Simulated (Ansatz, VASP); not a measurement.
## One calculation of CaS, two programs

```
CELL_PARAMETERS angstrom
0.00000 2.84795 2.84795
2.84795 0.00000 2.84795
2.84795 2.84795 0.00000
ATOMIC_POSITIONS crystal
Ca 0.00000 0.00000 0.00000
S 0.50000 0.50000 0.50000
```

Alike in both runs: task single point; functional r2SCAN; k mesh 6 × 6 × 6; no spin polarisation.

|  | VASP | Ansatz |
| --- | --- | --- |
| version | VASP 6.6.1 | Ansatz 0.2.0 |
| potentials or method | VASP PAW PBE potentials, release 64 (Ca_sv, S) | plane waves, PAW |
| plane-wave cutoff (eV) | 550 | 500 |
| occupations | gaussian, width 0.01 eV | fixed |
| valence electrons in the cell | 16 | 16 |

```csv
,VASP,Ansatz,Ansatz less VASP
gap on the k mesh at the Fermi level (eV),2.80,2.80,-0.003
```

VASP's potentials were made for PBE, not for r2SCAN.
